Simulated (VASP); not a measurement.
Write the native input for VASP 6.6.1 that does the following.

```yaml
Task: relaxation of cell and atoms
Functional: LDA
Potentials_or_basis: VASP PAW LDA potentials, release 64 (Rh_pv)
Cutoff: 600 eV
k_mesh: 9 × 9 × 4
Occupations: gaussian, width 0.1 eV
Spin: no spin polarisation
Dipole_correction: no
Further_INCAR_settings: ALGO = Normal; EDIFF = 1e-06; IBRION = 2; EDIFFG = -0.05; NSW = 100; ISIF = 3
```

The structure of Rh lies in POSCAR:

```
Rh
1.0
    2.6923490378      0.0000000000      0.0000000000
   -1.3461745189      2.3316426626      0.0000000000
    0.0000000000      0.0000000000      4.3966059788
Rh
2
Direct
    0.3333333333      0.6666666667      0.2500000000
    0.6666666667      0.3333333333      0.7500000000
```

One way to write it, as run:

INCAR

```
  ALGO = Normal
  EDIFF = 1E-6
  EDIFFG = -0.05
  ENCUT = 600
  GGA = CA
  IBRION = 2
  ISIF = 3
  ISMEAR = 0
  LASPH = True
  LCHARG = False
  LREAL = False
  LWAVE = False
  NELM = 100
  NSW = 100
  PREC = Accurate
  SIGMA = 0.1
```

KPOINTS

```
k-points
0
Gamma
  9 9 4
```

Potentials or basis: VASP PAW LDA potentials, release 64 (Rh_pv).

Run with:

```console
$ cat potpaw_LDA.64/Rh_pv/POTCAR > POTCAR
$ mpirun -np 1 vasp_std > vasp.out
```

It gave:

- Relaxed volume: 13.27 Å³/atom
- Relaxed cell: a = 2.666 Å, b = 2.666 Å, c = 4.313 Å, α = 90.00°, β = 90.00°, γ = 120.00°
- Space group after relaxing (to 0.05 Å): P6_3/mmc (No. 194)
- Energy gained by relaxing: 19.4 meV/atom
- Ionic steps: 7
- Pressure after relaxing: 0.2 GPa
- Band gap on the k mesh: zero (band 15 reaches 13.10 eV, above the bottom of band 16 at 10.87 eV)

Run time: 30 s on 1 thread of Intel(R) Xeon(R) 6975P-C (Granite Rapids), with other jobs on the host, peak memory 0.15 GiB.
